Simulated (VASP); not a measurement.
# Ag3IO (Pm-3m) in VASP: further runs

The runs below take Ag3IO through single point, relaxation of cell and atoms, with PBE.

Everything below comes from runs of VASP 6.6.1. Logs are shortened: lines on timing, memory, paths and dates and some standing lists are left out, and cuts for length are marked.

## (1) The cell of the first run

The structure is cubic, space group Pm-3m (No. 221). Conventional cell: a = 4.560 Å, b = 4.560 Å, c = 4.560 Å, α = 90.00°, β = 90.00°, γ = 90.00°. Within 3.0 Å of Ag (site symmetry 4/mmm) lie 2 O at 2.28 Å. I (site symmetry m-3m) has 12 Ag at 3.22 Å and 8 O at 3.95 Å within 4.2 Å. O (site symmetry m-3m) has 6 Ag at 2.28 Å within 3.0 Å.

## (2) Single point, PBE

INCAR reads:

```
SYSTEM = Ag3IO
PREC     = Accurate       ! precision mode
ENCUT    = 520            ! plane-wave cutoff, eV
EDIFF    = 1E-6           ! SCF threshold, eV
ISMEAR   = 0              ! smearing method
SIGMA    = 0.1            ! smearing width, eV
LREAL    = .FALSE.        ! projectors in reciprocal space
LASPH    = .TRUE.         ! aspherical terms in the spheres
NELM     = 60             ! most SCF steps
ALGO     = Normal         ! electronic algorithm
ISIF     = 2              ! what is computed and relaxed
LWAVE    = .FALSE.        ! write WAVECAR
LCHARG   = .FALSE.        ! write CHGCAR
GGA      = PE             ! functional
NBANDS   = 31             ! bands
```

KPOINTS reads:

```
Automatic mesh
0
G
  4 4 4
  0 0 0
```

POSCAR reads:

```
Ag3IO
1.0
    4.5598551800      0.0000000000      0.0000000000
    0.0000000000      4.5598551800      0.0000000000
    0.0000000000      0.0000000000      4.5598551800
Ag I O
3 1 1
Direct
    0.5000000000      0.0000000000      0.0000000000
    0.0000000000      0.5000000000      0.0000000000
    0.0000000000      0.0000000000      0.5000000000
    0.5000000000      0.5000000000      0.5000000000
    0.0000000000      0.0000000000      0.0000000000
```

Potentials or basis: VASP PAW PBE potentials, release 64 (Ag, I, O).

Run with:

```
$ cat potpaw_PBE.64/Ag/POTCAR potpaw_PBE.64/I/POTCAR potpaw_PBE.64/O/POTCAR > POTCAR
$ mpirun -np 1 vasp_std > vasp.out
```

OUTCAR:

```text
SYSTEM = Ag3IO
   PREC = Accurate
   ENCUT = 520
   EDIFF = 1E-6
   ISMEAR = 0
   LREAL = .FALSE.
   LASPH = .TRUE.
   NELM = 60
   ISIF = 2
   GGA = PE

 ion  position               nearest neighbor table
   1  0.500  0.000  0.000-   5 2.28   5 2.28   4 3.22   2 3.22   3 3.22   4 3.22   2 3.22   4 3.22
                             4 3.22   2 3.22   3 3.22   3 3.22   3 3.22   2 3.22
   2  0.000  0.500  0.000-   5 2.28   5 2.28   4 3.22   1 3.22   3 3.22   4 3.22   1 3.22   3 3.22
                             3 3.22   3 3.22   1 3.22   4 3.22   4 3.22   1 3.22
   3  0.000  0.000  0.500-   5 2.28   5 2.28   4 3.22   1 3.22   1 3.22   2 3.22   2 3.22   2 3.22
                             4 3.22   2 3.22   1 3.22   4 3.22   1 3.22   4 3.22
   4  0.500  0.500  0.500-   1 3.22   2 3.22   3 3.22   1 3.22   2 3.22   1 3.22   3 3.22   1 3.22
                             2 3.22   3 3.22   2 3.22   3 3.22
   5  0.000  0.000  0.000-   1 2.28   2 2.28   3 2.28   3 2.28   2 2.28   1 2.28

  LATTYP: Found a simple cubic cell.
 ALAT       =     4.5598551800

  Lattice vectors:

 A1 = (   4.5598551800,   0.0000000000,   0.0000000000)
 A2 = (   0.0000000000,   4.5598551800,   0.0000000000)
 A3 = (   0.0000000000,   0.0000000000,   4.5598551800)

Analysis of symmetry for initial positions (statically):
=====================================================================
 Subroutine PRICEL returns:
 Original cell was already a primitive cell.

 Routine SETGRP: Setting up the symmetry group for a
 simple cubic supercell.

 Subroutine GETGRP returns: Found 48 space group operations
 (whereof 48 operations were pure point group operations)
 out of a pool of 48 trial point group operations.

The static configuration has the point symmetry O_h .

Analysis of symmetry for dynamics (positions and initial velocities):
=====================================================================
 Subroutine PRICEL returns:
 Original cell was already a primitive cell.

 Routine SETGRP: Setting up the symmetry group for a
 simple cubic supercell.

 Subroutine GETGRP returns: Found 48 space group operations
 (whereof 48 operations were pure point group operations)
 out of a pool of 48 trial point group operations.

The dynamic configuration has the point symmetry O_h .

 Subroutine INISYM returns: Found 48 space group operations
 (whereof 48 operations are pure point group operations),
 and found     1 'primitive' translations

----------------------------------------------------------------------------------------

                                     Primitive cell

  volume of cell :      94.8098

  direct lattice vectors                    reciprocal lattice vectors
     4.559855180  0.000000000  0.000000000     0.219305210  0.000000000  0.000000000
     0.000000000  4.559855180  0.000000000     0.000000000  0.219305210  0.000000000
     0.000000000  0.000000000  4.559855180     0.000000000  0.000000000  0.219305210

  length of vectors
     4.559855180  4.559855180  4.559855180     0.219305210  0.219305210  0.219305210

  position of ions in fractional coordinates (direct lattice)
     0.500000000  0.000000000  0.000000000
     0.000000000  0.500000000  0.000000000
     0.000000000  0.000000000  0.500000000
     0.500000000  0.500000000  0.500000000
     0.000000000  0.000000000  0.000000000

  ion indices of the primitive-cell ions
   primitive index   ion index
                 1           1
                 2           2
                 3           3
                 4           4
                 5           5

----------------------------------------------------------------------------------------

 KPOINTS: Automatic mesh

Automatic generation of k-mesh.
 Grid dimensions read from file:
 generate k-points for:    4    4    4

 Generating k-lattice:

  Cartesian coordinates                     Fractional coordinates (reciprocal lattice)
     0.054826303  0.000000000  0.000000000     0.250000000  0.000000000  0.000000000
     0.000000000  0.054826303  0.000000000     0.000000000  0.250000000  0.000000000
     0.000000000  0.000000000  0.054826303     0.000000000  0.000000000  0.250000000

  Length of vectors
     0.054826303  0.054826303  0.054826303

  Shift w.r.t. Gamma in fractional coordinates (k-lattice)
     0.000000000  0.000000000  0.000000000

 Subroutine IBZKPT returns following result:
 ===========================================

 Found     10 irreducible k-points:

 Following reciprocal coordinates:
            Coordinates               Weight
  0.000000  0.000000  0.000000      1.000000
  0.250000  0.000000  0.000000      6.000000
  0.500000  0.000000  0.000000      3.000000
  0.250000  0.250000  0.000000     12.000000
  0.500000  0.250000  0.000000     12.000000
  0.500000  0.500000  0.000000      3.000000
  0.250000  0.250000  0.250000      8.000000
  0.500000  0.250000  0.250000     12.000000
  0.500000  0.500000  0.250000      6.000000
  0.500000  0.500000  0.500000      1.000000
   k-points           NKPTS =     10   k-points in BZ     NKDIM =     10   number of bands    NBANDS=     31
   number of dos      NEDOS =    301   number of ions     NIONS =      5
   total plane-waves  NPLWV =  46656
   dimension x,y,z NGX =    36 NGY =   36 NGZ =   36
   dimension x,y,z NGXF=    72 NGYF=   72 NGZF=   72
   ions per type =               3   1   1
   NGX,Y,Z   is equivalent  to a cutoff of  13.13, 13.13, 13.13 a.u.
   NGXF,Y,Z  is equivalent  to a cutoff of  26.25, 26.25, 26.25 a.u.
 SYSTEM =  Ag3IO
   PREC   = accura    normal or accurate (medium, high low for compatibility)
   ISTART =      0    job   : 0-new  1-cont  2-samecut
   ICHARG =      2    charge: 1-file 2-atom 10-const
   ISPIN  =      1    spin polarized calculation?
   LNONCOLLINEAR =      F non collinear calculations
   LSORBIT =      F    spin-orbit coupling
   LASPH  =      T    aspherical Exc in radial PAW
   ENCUT  =  520.0 eV  38.22 Ry    6.18 a.u.   8.48  8.48  8.48*2*pi/ulx,y,z
   NELM   =     60;   NELMIN=  2; NELMDL= -5     # of ELM steps
   EDIFF  = 0.1E-05   stopping-criterion for ELM
   LREAL  =      F    real-space projection
   EDIFFG = 0.1E-04   stopping-criterion for IOM
   NSW    =      0    number of steps for IOM
   IBRION =     -1    ionic relax: 0-MD 1-quasi-New 2-CG
   NFREE  =      0    steps in history (QN), initial steepest desc. (CG)
   ISIF   =      2    stress and relaxation
   ISYM   =      2    0-nonsym 1-usesym 2-fastsym
   POTIM  = 0.5000    time-step for ionic-motion
   TEBEG  =    0.0;   TEEND  =   0.0 temperature during run
   PSTRESS=    0.0 pullay stress
   NELECT =      46.0000    total number of electrons
   NUPDOWN=      -1.0000    fix difference up-down
   EMIN   =  10.00;   EMAX   =-10.00  energy-range for DOS
   EFERMI =   0.00;   METHOD = LEGACY
   ISMEAR =     0;   SIGMA  =   0.10  broadening in eV -4-tet -1-fermi 0-gaus
   EFERMI_NEDOS =   21; number of points for ismear=-14 and -15
   IALGO  =     38    algorithm
   IMIX   =      4    mixing-type and parameters
     AMIX     =   0.40;   BMIX     =  1.00
     AMIX_MAG =   1.60;   BMIX_MAG =  1.00
  volume/ion in A,a.u.               =      18.96       127.96
  Fermi-wavevector in a.u.,A,eV,Ry     =   1.286401  2.430946 22.515298  1.654828
  Thomas-Fermi vector in A             =   2.418478
   LORBIT       =      0    0 simple, 1 ext, 2 COOP (PROOUT), +10 PAW based schemes
   GGA     = PE    functional components
   LHFCALC =     F    Hartree Fock is set to
   AEXX    =    0.0000 exact exchange contribution
   IVDW    =     0    specifies the selected vdW correction
   LEPSILON=     F    determine dielectric tensor
   LRPA    =     F    only Hartree local field effects (RPA)
 non-spin polarized calculation
 Gauss-broadening in eV      SIGMA  =   0.10
  energy-cutoff  :      520.00
  volume of cell :       94.81
 maximum number of plane-waves:      2562
 NGX is ok and might be reduce to    36
   NGX = 17   NGY = 17   NGZ = 17

 number of electron      45.9999990 magnetization

 Free energy of the ion-electron system (eV)
  ---------------------------------------------------
  ext. energy  EPLUGINS =         0.00000000
  ---------------------------------------------------
  free energy    TOTEN  =       -14.78206375 eV

  energy without entropy =      -14.77871750  energy(sigma->0) =      -14.78039062

 E-fermi :   6.6235     XC(G=0): -10.9275

 val. band max:        6.5548493264   @ k =   0.5000   0.5000   0.0000
 cond. band min:       7.0140048163   @ k =   0.5000   0.5000   0.0000
 fundamental gap:      0.4591554899
 Fermi energy:         6.6235342662

 k-point     1 :       0.0000    0.0000    0.0000
  band No.  band energies     occupation
      1     -11.3402      2.00000
      2      -6.7839      2.00000
      3       2.3521      2.00000
      4       2.3521      2.00000
      5       2.3521      2.00000
      6       2.4482      2.00000
[... 23 lines left out ...]
     30      15.0336      0.00000
     31      15.0336      0.00000

 k-point     2 :       0.2500    0.0000    0.0000
  band No.  band energies     occupation
      1     -11.2811      2.00000
      2      -6.7015      2.00000
      3       1.4164      2.00000
      4       1.8896      2.00000
      5       2.1856      2.00000
      6       2.1856      2.00000
[... 23 lines left out ...]
     30      13.8949      0.00000
     31      14.7411      0.00000

 k-point     3 :       0.5000    0.0000    0.0000
  band No.  band energies     occupation
      1     -11.2203      2.00000
      2      -6.6148      2.00000
      3       0.8750      2.00000
      4       1.0464      2.00000
      5       2.0048      2.00000
      6       2.0048      2.00000
[... 23 lines left out ...]
     30      14.9632      0.00000
     31      14.9632      0.00000

 k-point     4 :       0.2500    0.2500    0.0000
  band No.  band energies     occupation
      1     -11.2227      2.00000
      2      -6.6279      2.00000
      3       1.2396      2.00000
      4       1.3550      2.00000
      5       1.6112      2.00000
      6       1.9459      2.00000
[... 23 lines left out ...]
     30      12.9007      0.00000
     31      14.5335      0.00000

 k-point     5 :       0.5000    0.2500    0.0000
  band No.  band energies     occupation
      1     -11.1627      2.00000
      2      -6.5508      2.00000
      3       0.7476      2.00000
      4       0.8634      2.00000
      5       1.5565      2.00000
      6       1.7986      2.00000
[... 23 lines left out ...]
     30      14.1303      0.00000
     31      14.3345      0.00000

 k-point     6 :       0.5000    0.5000    0.0000
  band No.  band energies     occupation
      1     -11.1035      2.00000
      2      -6.4839      2.00000
      3       0.4707      2.00000
      4       0.4707      2.00000
      5       1.6339      2.00000
      6       1.6697      2.00000
[... 23 lines left out ...]
     30      16.0510      0.00000
     31      16.0511      0.00000

 k-point     7 :       0.2500    0.2500    0.2500
  band No.  band energies     occupation
      1     -11.1647      2.00000
      2      -6.5683      2.00000
      3       1.0372      2.00000
      4       1.1915      2.00000
      5       1.1915      2.00000
      6       1.6220      2.00000
[... 23 lines left out ...]
     30      15.7095      0.00000
     31      15.7095      0.00000

 k-point     8 :       0.5000    0.2500    0.2500
  band No.  band energies     occupation
      1     -11.1050      2.00000
      2      -6.5065      2.00000
      3       0.5911      2.00000
      4       0.8723      2.00000
      5       1.1237      2.00000
      6       1.6678      2.00000
[... 23 lines left out ...]
     30      15.3766      0.00000
     31      15.5015      0.00000

 k-point     9 :       0.5000    0.5000    0.2500
  band No.  band energies     occupation
      1     -11.0456      2.00000
      2      -6.4610      2.00000
      3       0.4626      2.00000
      4       0.4626      2.00000
      5       0.9727      2.00000
      6       1.9107      2.00000
[... 23 lines left out ...]
     30      13.8995      0.00000
     31      17.0892      0.00000

 k-point    10 :       0.5000    0.5000    0.5000
  band No.  band energies     occupation
      1     -10.9860      2.00000
      2      -6.4379      2.00000
      3       0.4309      2.00000
      4       0.4309      2.00000
      5       0.4309      2.00000
      6       2.4568      2.00000
[... 23 lines left out ...]
     30      13.2687      0.00000
     31      18.0678      0.00000

------------------------ aborting loop because EDIFF is reached ----------------------------------------

  FORCE on cell =-STRESS in cart. coord.  units (eV):
  Direction    XX          YY          ZZ          XY          YZ          ZX
  --------------------------------------------------------------------------------------
  -------------------------------------------------------------------------------------
  Total        2.6851293      2.6851293      2.6851293      0.0000000      0.0000000      0.0000000
  in kB       45.3756273     45.3756273     45.3756273      0.0000000      0.0000000      0.0000000
  external PRESSURE =      45.3756273 kB  Pullay stress =       0.0000000 kB

 VOLUME and BASIS-vectors are now :
 -----------------------------------------------------------------------------
  energy-cutoff  :      520.00
  volume of cell :       94.81
      direct lattice vectors                 reciprocal lattice vectors
     4.559855180  0.000000000  0.000000000     0.219305210  0.000000000  0.000000000
     0.000000000  4.559855180  0.000000000     0.000000000  0.219305210  0.000000000
     0.000000000  0.000000000  4.559855180     0.000000000  0.000000000  0.219305210

 POSITION                                       TOTAL-FORCE (eV/Angst)
 -----------------------------------------------------------------------------------
      2.27993      0.00000      0.00000         0.000000      0.000000      0.000000
      0.00000      2.27993      0.00000         0.000000      0.000000      0.000000
      0.00000      0.00000      2.27993         0.000000      0.000000      0.000000
      2.27993      2.27993      2.27993         0.000000      0.000000      0.000000
      0.00000      0.00000      0.00000         0.000000      0.000000      0.000000
 -----------------------------------------------------------------------------------
    total drift:                                0.000000      0.000000     -0.000000

  FREE ENERGIE OF THE ION-ELECTRON SYSTEM (eV)
  ---------------------------------------------------
  free  energy   TOTEN  =       -14.7820637470 eV

  energy  without entropy=      -14.7787175002  energy(sigma->0) =      -14.78039062
```

It used 43 s of CPU time on 1 thread of AMD EPYC 7R13 Processor (Zen 3) (shared host).

Results:

```
Free energy            : -14.7821 eV
Pressure               : 4.5 GPa
Band gap on the k mesh : zero (band 23 reaches 6.55 eV, above the bottom of band 24 at 5.79 eV)
```

Caveat: spin-orbit coupling is left out, which moves the levels of the heavy elements.

[end of part 1 of 2]
